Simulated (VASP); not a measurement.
# ZnS (F-43m) in VASP: further runs

The runs below take ZnS through single point, relaxation of cell and atoms, with PBE.

Everything below comes from runs of VASP 6.6.1. Logs are shortened: lines on timing, memory, paths and dates and some standing lists are left out, and cuts for length are marked.

**1. The cell of the first run**

It takes space group F-43m (No. 216, cubic). The conventional cell has a = 5.444 Å, b = 5.444 Å, c = 5.444 Å, α = 90.00°, β = 90.00°, γ = 90.00°. Within 3.1 Å of Zn (site symmetry -43m) lie 4 S at 2.36 Å. Within 3.1 Å of S (site symmetry -43m) lie 4 Zn at 2.36 Å.

**2. Single point, PBE**

Contents of INCAR:

```
  ALGO = Normal
  EDIFF = 1E-6
  ENCUT = 520
  GGA = PE
  ISIF = 2
  ISMEAR = 0
  LASPH = True
  LCHARG = True
  LELF = True
  LREAL = False
  LVHAR = True
  LWAVE = False
  NBANDS = 16
  NELM = 80
  PREC = Accurate
  SIGMA = 0.02
```

Contents of KPOINTS:

```
k-points
0
Gamma
  8 8 8
```

Contents of POSCAR:

```
ZnS
1.0
    0.0000000000      2.7218479153      2.7218479153
    2.7218479153      0.0000000000      2.7218479153
    2.7218479153      2.7218479153      0.0000000000
Zn S
1 1
Direct
    0.0000000000      0.0000000000      0.0000000000
    0.7500000000      0.7500000000      0.7500000000
```

Potentials or basis: VASP PAW PBE potentials, release 64 (Zn, S).

Launch:

```bash
> cat potpaw_PBE.64/Zn/POTCAR potpaw_PBE.64/S/POTCAR > POTCAR
> mpirun -np 1 vasp_std > vasp.out
```

OUTCAR:

```text
EDIFF = 1E-6
   ENCUT = 520
   GGA = PE
   ISIF = 2
   ISMEAR = 0
   LASPH = True
   LREAL = False
   NELM = 80
   PREC = Accurate

 ion  position               nearest neighbor table
   1  0.000  0.000  0.000-   2 2.36   2 2.36   2 2.36   2 2.36
   2  0.750  0.750  0.750-   1 2.36   1 2.36   1 2.36   1 2.36

  LATTYP: Found a face centered cubic cell.
 ALAT       =     5.4436958306

  Lattice vectors:

 A1 = (   0.0000000000,   2.7218479153,   2.7218479153)
 A2 = (   2.7218479153,   0.0000000000,   2.7218479153)
 A3 = (   2.7218479153,   2.7218479153,   0.0000000000)

Analysis of symmetry for initial positions (statically):
=====================================================================
 Subroutine PRICEL returns:
 Original cell was already a primitive cell.

 Routine SETGRP: Setting up the symmetry group for a
 face centered cubic supercell.

 Subroutine GETGRP returns: Found 24 space group operations
 (whereof 24 operations were pure point group operations)
 out of a pool of 48 trial point group operations.

The static configuration has the point symmetry T_d .

Analysis of symmetry for dynamics (positions and initial velocities):
=====================================================================
 Subroutine PRICEL returns:
 Original cell was already a primitive cell.

 Routine SETGRP: Setting up the symmetry group for a
 face centered cubic supercell.

 Subroutine GETGRP returns: Found 24 space group operations
 (whereof 24 operations were pure point group operations)
 out of a pool of 48 trial point group operations.

The dynamic configuration has the point symmetry T_d .

 Subroutine INISYM returns: Found 24 space group operations
 (whereof 24 operations are pure point group operations),
 and found     1 'primitive' translations

----------------------------------------------------------------------------------------

                                     Primitive cell

  volume of cell :      40.3294

  direct lattice vectors                    reciprocal lattice vectors
     0.000000000  2.721847915  2.721847915    -0.183698728  0.183698728  0.183698728
     2.721847915  0.000000000  2.721847915     0.183698728 -0.183698728  0.183698728
     2.721847915  2.721847915  0.000000000     0.183698728  0.183698728 -0.183698728

  length of vectors
     3.849274237  3.849274237  3.849274237     0.318175530  0.318175530  0.318175530

  position of ions in fractional coordinates (direct lattice)
     0.000000000  0.000000000  0.000000000
     0.750000000  0.750000000  0.750000000

  ion indices of the primitive-cell ions
   primitive index   ion index
                 1           1
                 2           2

----------------------------------------------------------------------------------------

 KPOINTS: k-points

Automatic generation of k-mesh.
 Grid dimensions read from file:
 generate k-points for:    8    8    8

 Generating k-lattice:

  Cartesian coordinates                     Fractional coordinates (reciprocal lattice)
    -0.022962341  0.022962341  0.022962341     0.125000000  0.000000000  0.000000000
     0.022962341 -0.022962341  0.022962341     0.000000000  0.125000000  0.000000000
     0.022962341  0.022962341 -0.022962341     0.000000000  0.000000000  0.125000000

  Length of vectors
     0.039771941  0.039771941  0.039771941

  Shift w.r.t. Gamma in fractional coordinates (k-lattice)
     0.000000000  0.000000000  0.000000000

 Subroutine IBZKPT returns following result:
 ===========================================

 Found     29 irreducible k-points:

 Following reciprocal coordinates:
            Coordinates               Weight
  0.000000  0.000000  0.000000      1.000000
  0.125000  0.000000  0.000000      8.000000
  0.250000  0.000000  0.000000      8.000000
  0.375000  0.000000  0.000000      8.000000
  0.500000  0.000000  0.000000      4.000000
  0.125000  0.125000  0.000000      6.000000
[... 16 lines left out ...]
  0.500000  0.250000  0.125000     48.000000
 -0.375000  0.250000  0.125000     24.000000
 [... further k-points ...]
   k-points           NKPTS =     29   k-points in BZ     NKDIM =     29   number of bands    NBANDS=     16
   number of dos      NEDOS =    301   number of ions     NIONS =      2
   total plane-waves  NPLWV =  27000
   dimension x,y,z NGX =    30 NGY =   30 NGZ =   30
   dimension x,y,z NGXF=    60 NGYF=   60 NGZF=   60
   ions per type =               1   1
   NGX,Y,Z   is equivalent  to a cutoff of  12.96, 12.96, 12.96 a.u.
   NGXF,Y,Z  is equivalent  to a cutoff of  25.91, 25.91, 25.91 a.u.
 SYSTEM =  unknown system
   PREC   = accura    normal or accurate (medium, high low for compatibility)
   ISTART =      0    job   : 0-new  1-cont  2-samecut
   ICHARG =      2    charge: 1-file 2-atom 10-const
   ISPIN  =      1    spin polarized calculation?
   LNONCOLLINEAR =      F non collinear calculations
   LSORBIT =      F    spin-orbit coupling
   LASPH  =      T    aspherical Exc in radial PAW
   ENCUT  =  520.0 eV  38.22 Ry    6.18 a.u.   7.16  7.16  7.16*2*pi/ulx,y,z
   NELM   =     80;   NELMIN=  2; NELMDL= -5     # of ELM steps
   EDIFF  = 0.1E-05   stopping-criterion for ELM
   LREAL  =      F    real-space projection
   EDIFFG = 0.1E-04   stopping-criterion for IOM
   NSW    =      0    number of steps for IOM
   IBRION =     -1    ionic relax: 0-MD 1-quasi-New 2-CG
   NFREE  =      0    steps in history (QN), initial steepest desc. (CG)
   ISIF   =      2    stress and relaxation
   ISYM   =      2    0-nonsym 1-usesym 2-fastsym
   POTIM  = 0.5000    time-step for ionic-motion
   TEBEG  =    0.0;   TEEND  =   0.0 temperature during run
   PSTRESS=    0.0 pullay stress
   NELECT =      18.0000    total number of electrons
   NUPDOWN=      -1.0000    fix difference up-down
   EMIN   =  10.00;   EMAX   =-10.00  energy-range for DOS
   EFERMI =   0.00;   METHOD = LEGACY
   ISMEAR =     0;   SIGMA  =   0.02  broadening in eV -4-tet -1-fermi 0-gaus
   EFERMI_NEDOS =   21; number of points for ismear=-14 and -15
   IALGO  =     38    algorithm
   IMIX   =      4    mixing-type and parameters
     AMIX     =   0.40;   BMIX     =  1.00
     AMIX_MAG =   1.60;   BMIX_MAG =  1.00
  volume/ion in A,a.u.               =      20.16       136.08
  Fermi-wavevector in a.u.,A,eV,Ry     =   1.251099  2.364235 21.296515  1.565250
  Thomas-Fermi vector in A             =   2.385063
   LORBIT       =      0    0 simple, 1 ext, 2 COOP (PROOUT), +10 PAW based schemes
   GGA     = PE    functional components
   LHFCALC =     F    Hartree Fock is set to
   AEXX    =    0.0000 exact exchange contribution
   IVDW    =     0    specifies the selected vdW correction
   LEPSILON=     F    determine dielectric tensor
   LRPA    =     F    only Hartree local field effects (RPA)
 non-spin polarized calculation
 Gauss-broadening in eV      SIGMA  =   0.02
  energy-cutoff  :      520.00
  volume of cell :       40.33
 maximum number of plane-waves:      1106
 NGX is ok and might be reduce to    30
   NGX = 15   NGY = 15   NGZ = 15

 number of electron      18.0000008 magnetization

 Free energy of the ion-electron system (eV)
  ---------------------------------------------------
  ext. energy  EPLUGINS =         0.00000000
  ---------------------------------------------------
  free energy    TOTEN  =        -6.85235790 eV

  energy without entropy =       -6.85235790  energy(sigma->0) =       -6.85235790

 E-fermi :   2.0289     XC(G=0):  -9.5273

 val. band max:        1.9050063241   @ k =   0.0000   0.0000   0.0000
 cond. band min:       3.9231406374   @ k =   0.0000   0.0000   0.0000
 fundamental gap:      2.0181343133
 Fermi energy:         2.0289122646

 k-point     1 :       0.0000    0.0000    0.0000
  band No.  band energies     occupation
      1     -11.0847      2.00000
      2      -4.3498      2.00000
      3      -4.3498      2.00000
      4      -4.3498      2.00000
      5      -3.8773      2.00000
      6      -3.8773      2.00000
[... 8 lines left out ...]
     15      13.6417      0.00000
     16      13.6523      0.00000

 k-point     2 :       0.1250    0.0000    0.0000
  band No.  band energies     occupation
      1     -10.9724      2.00000
      2      -4.3467      2.00000
      3      -4.3297      2.00000
      4      -4.3297      2.00000
      5      -3.8789      2.00000
      6      -3.8789      2.00000
[... 8 lines left out ...]
     15      13.0589      0.00000
     16      14.4466      0.00000

 k-point     3 :       0.2500    0.0000    0.0000
  band No.  band energies     occupation
      1     -10.6797      2.00000
      2      -4.2955      2.00000
      3      -4.2858      2.00000
      4      -4.2858      2.00000
      5      -3.8758      2.00000
      6      -3.8758      2.00000
[... 8 lines left out ...]
     15      12.8596      0.00000
     16      14.0495      0.00000

 k-point     4 :       0.3750    0.0000    0.0000
  band No.  band energies     occupation
      1     -10.3488      2.00000
      2      -4.2509      2.00000
      3      -4.2509      2.00000
      4      -4.0782      2.00000
      5      -3.8599      2.00000
      6      -3.8599      2.00000
[... 8 lines left out ...]
     15      13.9420      0.00000
     16      13.9420      0.00000
[... 324 lines left out ...]
 k-point    22 :       0.3750    0.2500    0.1250
  band No.  band energies     occupation
      1     -10.4508      2.00000
      2      -4.3189      2.00000
      3      -4.2227      2.00000
      4      -4.1954      2.00000
      5      -3.8977      2.00000
      6      -3.8413      2.00000
[... 8 lines left out ...]
     15      14.6299      0.00000
     16      16.8501      0.00000

 k-point    23 :       0.5000    0.2500    0.1250
  band No.  band energies     occupation
      1     -10.1747      2.00000
      2      -4.2393      2.00000
      3      -4.1928      2.00000
      4      -4.0496      2.00000
      5      -3.8597      2.00000
      6      -3.8050      2.00000
[... 8 lines left out ...]
     15      15.5562      0.00000
     16      16.1392      0.00000

 k-point    24 :      -0.3750    0.2500    0.1250
  band No.  band energies     occupation
      1     -10.0514      2.00000
      2      -4.2256      2.00000
      3      -4.1730      2.00000
      4      -3.9248      2.00000
      5      -3.8650      2.00000
      6      -3.6188      2.00000
[... 8 lines left out ...]
     15      15.2853      0.00000
     16      16.0641      0.00000

 [... further k-points ...]

------------------------ aborting loop because EDIFF is reached ----------------------------------------

  FORCE on cell =-STRESS in cart. coord.  units (eV):
  Direction    XX          YY          ZZ          XY          YZ          ZX
  --------------------------------------------------------------------------------------
  -------------------------------------------------------------------------------------
  Total        0.0358951      0.0358951      0.0358951      0.0000000      0.0000000      0.0000000
  in kB        1.4260165      1.4260165      1.4260165      0.0000000      0.0000000      0.0000000
  external PRESSURE =       1.4260165 kB  Pullay stress =       0.0000000 kB

 VOLUME and BASIS-vectors are now :
 -----------------------------------------------------------------------------
  energy-cutoff  :      520.00
  volume of cell :       40.33
      direct lattice vectors                 reciprocal lattice vectors
     0.000000000  2.721847915  2.721847915    -0.183698728  0.183698728  0.183698728
     2.721847915  0.000000000  2.721847915     0.183698728 -0.183698728  0.183698728
     2.721847915  2.721847915  0.000000000     0.183698728  0.183698728 -0.183698728

 POSITION                                       TOTAL-FORCE (eV/Angst)
 -----------------------------------------------------------------------------------
      0.00000      0.00000      0.00000        -0.000000     -0.000000      0.000000
      4.08277      4.08277      4.08277         0.000000      0.000000     -0.000000
 -----------------------------------------------------------------------------------
    total drift:                                0.000000      0.000000      0.000000

  FREE ENERGIE OF THE ION-ELECTRON SYSTEM (eV)
  ---------------------------------------------------
  free  energy   TOTEN  =        -6.8523578981 eV

  energy  without entropy=       -6.8523578981  energy(sigma->0) =       -6.85235790
```

Wall time 42 s (1 thread of Intel Xeon 8259CL, shared host); peak memory 0.17 GiB.

What came out:

- Free energy: -6.8524 eV
- Pressure: 0.1 GPa
- Band gap on the k mesh: 2.02 eV

(Part 1 of 2 ends here.)
